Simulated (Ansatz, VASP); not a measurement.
## One calculation of GeSe, two programs

The input INCAR:

```
ALGO = Normal
EDIFF = 1E-7
EDIFFG = -0.01
ENCUT = 500
GGA = PE
GGA_COMPAT = False
IBRION = 2
ISIF = 3
ISMEAR = 0
KPAR = 4
LASPH = True
LCHARG = False
LREAL = False
LWAVE = False
NELM = 120
NELMIN = 4
NSW = 100
PREC = Accurate
SIGMA = 0.02
```

The input KPOINTS:

```
k-points
0
Gamma
  4 8 6
```

The input POSCAR:

```
GeSe
1.0
   10.8330001800      0.0000000000      0.0000000000
    0.0000000000      3.8355000000      0.0000000000
    0.0000000000      0.0000000000      4.3954000500
Ge Se
4 4
Direct
    0.8789900000      0.7500000000      0.6112999900
    0.6210100000      0.2500000000      0.1112999900
    0.3789900000      0.7500000000      0.8887000100
    0.1210100000      0.2500000000      0.3887000100
    0.6465000100      0.7500000000      0.4975999900
    0.8534999900      0.2500000000      0.9975999900
    0.1465000100      0.7500000000      0.0024000100
    0.3534999900      0.2500000000      0.5024000100
```

Input for Ansatz:

```yaml
crystal:
  lattice:
    - [10.83300018, 0.0, 0.0]
    - [0.0, 3.8355, 0.0]
    - [0.0, 0.0, 4.39540005]
  atoms:
    - { symbol: Ge, position: [0.87899, 0.75, 0.61129999] }
    - { symbol: Ge, position: [0.62101, 0.25, 0.11129999] }
    - { symbol: Ge, position: [0.37899, 0.75, 0.88870001] }
    - { symbol: Ge, position: [0.12101, 0.25, 0.38870001] }
    - { symbol: Se, position: [0.64650001, 0.75, 0.49759999] }
    - { symbol: Se, position: [0.85349999, 0.25, 0.99759999] }
    - { symbol: Se, position: [0.14650001, 0.75, 0.00240001] }
    - { symbol: Se, position: [0.35349999, 0.25, 0.50240001] }
basis:
  ecutwfc: 420
kpoints:
  mp_grid: { grid: [4, 8, 6] }
hamiltonian:
  xc: pbe
scf:
  occupations: { method: gaussian, width: 0.02 }
output:
  forces: true
  stress: true
  eigenvalues: true
  write_density: true
  write_potential: true
  elf: true
  volumetric_format: npy
relax:
  adjacent_minimum: "off"
  f_tol: 0.01
  max_steps: 80
  cell: { stress_tol: 0.05 }
```

Alike in both runs: task relaxation of cell and atoms; functional PBE; k mesh 4 × 8 × 6; occupations gaussian, width 0.02 eV; no spin polarisation.

```csv
,VASP,Ansatz
version,VASP 6.6.1,Ansatz 0.2.0
potentials or method,"VASP PAW PBE potentials, release 64 (Ge_d, Se), cutoff 500 eV","scalar-relativistic, plane waves, PAW"
valence electrons in the cell,80,120
```

```csv
,VASP,Ansatz,Ansatz less VASP
"gap on the k mesh at the Fermi level, each at its own relaxed structure (eV)",0.88,0.89,+0.013
relaxed volume (Å³/atom),24.51,24.56,+0.053
relaxed cell length with the largest relative difference (Å),11.147,11.167,+0.0196
```

VASP's potentials hold 80 valence electrons a cell and Ansatz's 120, so a difference there can come from the potentials and not from the codes.
